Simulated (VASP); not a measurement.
Set up this calculation in VASP 6.6.1, as the native input.

| Property | Result |
| --- | --- |
| Task | relaxation of cell and atoms |
| Functional | r2SCAN |
| Potentials or basis | VASP PAW PBE potentials, release 64 (I, Mg) |
| Cutoff | 600 eV |
| k mesh | 8 × 8 × 4 |
| Occupations | fermi-dirac, width 0.05 eV |
| Spin | no spin polarisation |
| Dipole correction | no |
| Further INCAR settings | ALGO = Normal; EDIFF = 1e-06; IBRION = 2; EDIFFG = -0.01; NSW = 60; ISIF = 3 |

MgI2:

```
I Mg
1.0
     4.14000    0.00000    0.00000
    -2.07000    3.58535    0.00000
     0.00000    0.00000    6.88000
I Mg
2 1
Direct
  0.66667 0.33333 0.75000
  0.33333 0.66667 0.25000
  0.00000 0.00000 0.00000
```

These files were run (other wordings do the same):

POSCAR

```
MgI2
1.0
    4.1400000000      0.0000000000      0.0000000000
   -2.0700000000      3.5853451717      0.0000000000
    0.0000000000      0.0000000000      6.8800000000
I Mg
2 1
Direct
    0.6666666667      0.3333333333      0.7500000000
    0.3333333333      0.6666666667      0.2500000000
    0.0000000000      0.0000000000      0.0000000000
```

INCAR.step1

```
PREC = Accurate
ENCUT = 600
ISMEAR = -1
SIGMA = 0.05
LREAL = F
LASPH = T
NELM = 100
GGA = PE
ALGO = Normal
EDIFF = 1E-4
LWAVE = T
LCHARG = F
```

INCAR.step2

```
PREC = Accurate
ENCUT = 600
EDIFF = 1E-6
ISMEAR = -1
SIGMA = 0.05
LREAL = F
LASPH = T
NELM = 100
ALGO = Normal
ISIF = 3
LWAVE = F
LCHARG = F
METAGGA = R2SCAN
LMIXTAU = T
IBRION = 2
NSW = 60
EDIFFG = -0.01
ISTART = 1
```

KPOINTS

```
regular mesh
0
Gamma
  8 8 4
```

Potentials or basis: VASP PAW PBE potentials, release 64 (I, Mg).

Run with:

```console
$ cat potpaw_PBE.64/I/POTCAR potpaw_PBE.64/Mg/POTCAR > POTCAR
$ cp INCAR.step1 INCAR
$ mpirun -np 1 vasp_std > vasp.out
$ cp INCAR.step2 INCAR
$ mpirun -np 1 vasp_std > vasp.out
```

It gave:

```json
{
 "Relaxed volume": "36.11 Å³/atom",
 "Relaxed cell": "a = 4.183 Å, b = 4.183 Å, c = 7.150 Å, α = 90.00°, β = 90.00°, γ = 120.00°",
 "Space group after relaxing (to 0.1 Å)": "P-3m1 (No. 164)",
 "Energy gained by relaxing": "10.5 meV/atom",
 "Ionic steps": "12",
 "Pressure after relaxing": "0.0 GPa",
 "Band gap on the k mesh": "4.22 eV (least direct gap 4.53 eV)"
}
```

Caveat: the PAW data sets were made with another functional, which shifts forces and pressure a little; spin-orbit coupling is left out, which moves the levels of the heavy elements.

Run time: 14 min on 1 thread of Intel(R) Xeon(R) Platinum 8559C (Emerald Rapids), on a shared host, peak memory 0.32 GiB.
